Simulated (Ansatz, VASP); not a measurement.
# One calculation of Ti3Al, two programs

```
Ti Al
1.0
     2.87944    0.00000    0.00000
    -1.43972    2.49367    0.00000
     0.00000    0.00000    9.55686
Ti Al
3 1
Direct
  0.66667 0.33333 0.00000
  0.33333 0.66667 0.75046
  0.33333 0.66667 0.24954
  0.66667 0.33333 0.50000
```

Alike in both runs: task single point; functional PBE; k mesh 15 × 15 × 6; occupations gaussian, width 0.15 eV; no spin polarisation.

|  | VASP | Ansatz |
| --- | --- | --- |
| version | VASP 6.6.1 | Ansatz 0.2.0 |
| potentials or method | VASP PAW PBE potentials, release 64 (Ti_sv, Al), cutoff 520 eV | scalar-relativistic, plane waves, PAW |
| valence electrons in the cell | 39 | 39 |

|  | VASP | Ansatz | Ansatz less VASP |
| --- | --- | --- | --- |
| gap on the k mesh at the Fermi level (eV) | none | none | - |
| pressure (GPa) | -0.4 | -0.2 | +0.18 |
| traceless stress, the component that is largest in VASP (GPa) | -4.90 | -4.93 | -0.035 |
| rms of the force components (eV/Å) | 0.048 | 0.051 | +0.0031 |

Atom by atom the forces differ by 0.003 eV/Å (rms over components). A gap of «none» marks a metal or a gap that the smearing closes. The functional is the same, so the differences come from potentials, cutoffs and numerics.
